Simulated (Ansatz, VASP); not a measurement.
## SnO2: VASP beside Ansatz

Contents of INCAR:

```
ALGO = Normal
EDIFF = 1E-6
ENCUT = 520
GGA = PE
ISIF = 2
ISMEAR = 0
IVDW = 12
LASPH = True
LCHARG = True
LELF = True
LREAL = False
LVHAR = True
LWAVE = False
NBANDS = 64
NELM = 80
PREC = Accurate
SIGMA = 0.05
```

Contents of KPOINTS:

```
k-points
0
Gamma
  6 6 6
```

Contents of POSCAR:

```
SnO2
1.0
    3.2373377712      1.8690778337      4.2908446647
   -3.2373377712      1.8690778337      4.2908446647
    0.0000000000     -3.7381556673      4.2908446647
Sn O
4 8
Direct
    0.8623648077      0.8659859831      0.8659859829
    0.3624010317      0.3659832075      0.8659908595
    0.3624010317      0.8659908596      0.3659832074
    0.8623769391      0.3659910664      0.3659910662
    0.1116311785      0.6259237758      0.6259237928
    0.6116443705      0.1259724686      0.6259329404
    0.6116443705      0.6259329233      0.1259724857
    0.6357328826      0.5947395858      0.5947395700
    0.1116420408      0.1259593002      0.1259593173
    0.1357705310      0.0946888921      0.5947306795
    0.1357705310      0.5947306953      0.0946888762
    0.6357280058      0.0947163794      0.0947163636
```

Input for Ansatz:

```yaml
crystal:
  lattice:
    - [3.2373377712, 1.8690778337, 4.2908446647]
    - [-3.2373377712, 1.8690778337, 4.2908446647]
    - [0.0, -3.7381556673, 4.2908446647]
  atoms:
    - { symbol: Sn, position: [0.8623648077, 0.8659859831, 0.8659859829] }
    - { symbol: Sn, position: [0.3624010317, 0.3659832075, 0.8659908595] }
    - { symbol: Sn, position: [0.3624010317, 0.8659908596, 0.3659832074] }
    - { symbol: Sn, position: [0.8623769391, 0.3659910664, 0.3659910662] }
    - { symbol: O, position: [0.1116311785, 0.6259237758, 0.6259237928] }
    - { symbol: O, position: [0.6116443705, 0.1259724686, 0.6259329404] }
    - { symbol: O, position: [0.6116443705, 0.6259329233, 0.1259724857] }
    - { symbol: O, position: [0.6357328826, 0.5947395858, 0.59473957] }
    - { symbol: O, position: [0.1116420408, 0.1259593002, 0.1259593173] }
    - { symbol: O, position: [0.135770531, 0.0946888921, 0.5947306795] }
    - { symbol: O, position: [0.135770531, 0.5947306953, 0.0946888762] }
    - { symbol: O, position: [0.6357280058, 0.0947163794, 0.0947163636] }
basis:
  ecutwfc: 520.0
kpoints:
  mp_grid: { grid: [6, 6, 6] }
hamiltonian:
  xc: pbe
  pseudopotentials: { kind: paw, azcp: { folder: soft_1 } }
  dispersion: d3bj
scf:
  occupations: { method: gaussian, width: 0.05 }
output:
  forces: true
  stress: true
  eigenvalues: true
```

Change from the starting cell: mode 20 frozen in at +0.050 Å and mode 26 at -0.103 Å (largest displacements).

Alike in both runs: task single point; functional PBE; dispersion D3(BJ); k mesh 6 × 6 × 6; occupations gaussian, width 0.05 eV; no spin polarisation.

```csv
,VASP,Ansatz
version,VASP 6.6.1,Ansatz 0.2.0
potentials or method,"VASP PAW PBE potentials, release 64 (Sn_d, O), cutoff 520 eV","scalar-relativistic, plane waves, PAW"
valence electrons in the cell,104,104
```

VASP gave:

| Item | Value |
| --- | --- |
| gap on the k mesh at the Fermi level (eV) | 1.49 |
| least direct gap on the mesh (eV) | 1.49 |
| pressure (GPa) | 2.8 |
| traceless stress, the component that is largest in VASP (GPa) | -8.52 |
| rms of the force components (eV/Å) | 0.886 |

Task: Which values does Ansatz return?

Result: gap on the k mesh at the Fermi level (eV): 1.51; least direct gap on the mesh (eV): 1.51; pressure (GPa): 2.1; traceless stress, the component that is largest in VASP (GPa): -8.37; rms of the force components (eV/Å): 0.865.

Atom by atom the forces differ by 0.033 eV/Å (rms over components).
